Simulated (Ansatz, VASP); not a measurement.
**BaTiO3: VASP beside Ansatz**

Contents of INCAR:

```
SYSTEM = BaTiO3
  ALGO = Normal
  EDIFF = 1E-6
  ENCUT = 520
  GGA = PE
  ISIF = 2
  ISMEAR = 0
  LASPH = .True.
  LCHARG = .False.
  LDAU = .True.
  LDAUJ = 0 0 0
  LDAUL = -1 2 -1
  LDAUPRINT = 1
  LDAUTYPE = 2
  LDAUU = 0 3 0
  LMAXMIX = 4
  LREAL = .False.
  LWAVE = .False.
  NBANDS = 28
  NELM = 150
  PREC = Accurate
  SIGMA = 0.01
```

Contents of KPOINTS:

```
k-points
0
Gamma
  6 6 6
  0 0 0
```

The input POSCAR:

```
BaTiO3
1.0
    3.9998000000      0.0000000000      0.0000000000
    0.0000000000      3.9998000000      0.0000000000
    0.0000000000      0.0000000000      4.0180000000
Ba Ti O
1 1 3
Direct
    0.0000000000      0.0000000000      0.0000000000
    0.5000000000      0.5000000000      0.4900000000
    0.5000000000      0.5000000000      0.0190000000
    0.5000000000      0.0000000000      0.5170000000
    0.0000000000      0.5000000000      0.5170000000
```

Input for Ansatz:

```yaml
crystal:
  lattice:
    - [3.9998, 0.0, 0.0]
    - [0.0, 3.9998, 0.0]
    - [0.0, 0.0, 4.018]
  atoms:
    - { symbol: Ba, position: [0.0, 0.0, 0.0] }
    - { symbol: Ti, position: [0.5, 0.5, 0.49] }
    - { symbol: O, position: [0.5, 0.5, 0.019] }
    - { symbol: O, position: [0.5, 0.0, 0.517] }
    - { symbol: O, position: [0.0, 0.5, 0.517] }
kpoints:
  mp_grid:
    grid: [6, 6, 6]
    shift: [0.0, 0.0, 0.0]
hamiltonian:
  xc: pbe
  hubbard:
    - { species: Ti, l: d, u_eff: 3.0 }
scf:
  convergence:
    dr2_threshold: 1.0e-10
  occupations:
    method: fixed
output:
  eigenvalues: true
```

Alike in both runs: task single point; functional PBE; k mesh 6 × 6 × 6; no spin polarisation; Hubbard terms Ti d U = 3.0 eV.

|  | VASP | Ansatz |
| --- | --- | --- |
| version | VASP 6.6.1 | Ansatz 0.2.0 |
| potentials or method | VASP PAW PBE potentials, release 64 (Ba_sv, Ti_sv, O) | plane waves, PAW |
| plane-wave cutoff (eV) | 520 | 420 |
| occupations | gaussian, width 0.01 eV | fixed |
| valence electrons in the cell | 40 | 40 |

Ansatz gave:

```
gap on the k mesh at the Fermi level (eV) : 2.17
```

Question: Which values does VASP return?

Answer: gap on the k mesh at the Fermi level (eV): 2.12.

The programs project onto different local orbitals, so the same U acts differently, and such runs can settle in different states.

Neither program's run includes spin-orbit coupling.
